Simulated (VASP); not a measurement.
Runs of VASP 6.6.1 on C. The structure is that of space group Cmcm (No. 63), or close to it. The cells are those of the table. 

```csv
task,cell,k mesh,cutoff (eV),smearing,gap on the mesh (eV),pressure (GPa),relaxed volume (Å³/atom),largest force (eV/Å)
single point,"a = 5.448, b = 5.448, c = 2.519 Å, angles 90.0, 90.0, 103.5°, 12 atoms",4 × 4 × 6,520,gaussian 0.1 eV,(b),(a),-,1.64
single point,"a = 5.630, b = 5.630, c = 2.521 Å, angles 90.0, 90.0, 100.6°, 12 atoms",4 × 4 × 10,520,gaussian 0.02 eV,4.06,0.6,-,0.03
relaxation of cell and atoms,"relaxed from a = 5.448, b = 5.448, c = 2.519 Å, angles 90.0, 90.0, 103.5°, 12 atoms",4 × 4 × 6,600,gaussian 0.1 eV,4.05,-0.1,6.55,0.02
single point,"a = 5.629, b = 5.629, c = 2.522 Å, angles 90.0, 90.0, 100.6°, 12 atoms",4 × 4 × 6,520,gaussian 0.1 eV,4.06,0.7,-,0.03
relaxation of cell and atoms,"relaxed from a = 5.629, b = 5.629, c = 2.522 Å, angles 90.0, 90.0, 100.6°, 12 atoms",4 × 4 × 10,600,gaussian 0.02 eV,4.06,0.0,6.55,0.01
```

Alike in all rows: level PBE; potentials or basis VASP PAW PBE potentials, release 64 (C); no spin polarisation.

**Question.** Estimate the missing entries.

**Answer.** (a) 31.1; (b) 3.51.

Caveats: forces of over 1 eV/Å act on the atoms, so gaps and moduli don't describe the material at rest (some runs).

A k mesh can miss the band edges.
